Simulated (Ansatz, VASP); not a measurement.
BaS: VASP beside Ansatz

```xyz
2
Lattice="0.0000 3.1993 3.1993 3.1993 0.0000 3.1993 3.1993 3.1993 0.0000" Properties=species:S:1:pos:R:3 pbc="T T T"
S     3.1993    3.1993    3.1993
Ba    0.0000    0.0000    0.0000
```

Alike in both runs: task single point; functional slater exchange, pbe correlation; k mesh 7 × 7 × 7; occupations fermi-dirac, width 0.0605 eV; no spin polarisation.

|  | VASP | Ansatz |
| --- | --- | --- |
| version | VASP 6.6.1 | Ansatz 0.2.0 |
| potentials or method | VASP PAW PBE potentials, release 64 (S, Ba_sv), cutoff 500 eV | PAW plane waves |
| valence electrons in the cell | 16 | 16 |

```tsv
	VASP	Ansatz	Ansatz less VASP
pressure (GPa)	-5.9	-6.5	-0.64
```

VASP's potentials were made for PBE, not for slater exchange, pbe correlation.

Spin-orbit coupling is off throughout.
